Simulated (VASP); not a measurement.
Input of a VASP 6.6.1 run:

Contents of INCAR:

```
SYSTEM = MgS
ALGO = Normal
EDIFF = 1E-7
ENCUT = 520
GGA = PE
ISIF = 2
ISMEAR = -1
LASPH = .TRUE.
LCHARG = .FALSE.
LREAL = Auto
LWAVE = .FALSE.
NBANDS = 46
NELM = 100
PREC = Accurate
SIGMA = 0.0689
```

The input KPOINTS:

```
Automatic mesh
0
Gamma
  2 2 2
  0.5 0.5 0.5
```

POSCAR

```
MgS
1.0
    5.7037659560      0.0000000000      5.7037659560
    5.7037659560      5.7037659560      0.0000000000
    0.0000000000      5.7037659560      5.7037659560
Mg S
8 8
Direct
   -0.0159277223     -0.0264281531      0.0314590398
   -0.0124081178      0.5137333864      0.0187065880
    0.5055312617     -0.0154455847      0.0175675161
    0.5326664915      0.5151808512     -0.0453914137
    0.0410231594      0.0155268468      0.4478434984
   -0.0010852479      0.4955615328      0.5063682525
    0.4868145049      0.0422224548      0.4718799861
    0.4766975926      0.4693356145      0.5286562463
    0.3818652478      0.3896118840      0.3513815285
    0.3884484422      0.8553571513      0.3667201663
    0.8594685578      0.3730849962      0.3911683118
    0.8686497725      0.8807026864      0.3752510213
    0.3735966757      0.3770936635      0.8753583226
    0.3596632498      0.8599292183      0.9114050331
    0.8978507427      0.3592422122      0.8909335585
    0.8603656843      0.8976342191      0.8551505335
```

Potentials or basis: VASP PAW PBE potentials, release 64 (Mg, S).

Command:

```console
$ cat potpaw_PBE.64/Mg/POTCAR potpaw_PBE.64/S/POTCAR > POTCAR
$ mpirun -np 1 vasp_std > vasp.out
```

(1) What does it give for the pressure?

(2) Estimate the band gap on the k mesh.

(3) What does it give for the largest force?

Results:

(1) 0.4 GPa.

(2) 3.63 eV.

(3) 1.778 eV/Å.

Caveat: the atoms stand as in a frame of molecular dynamics; a shifted mesh leaves out Γ, where band edges can lie; forces of over 1 eV/Å act on the atoms, so gaps and moduli don't describe the material at rest.
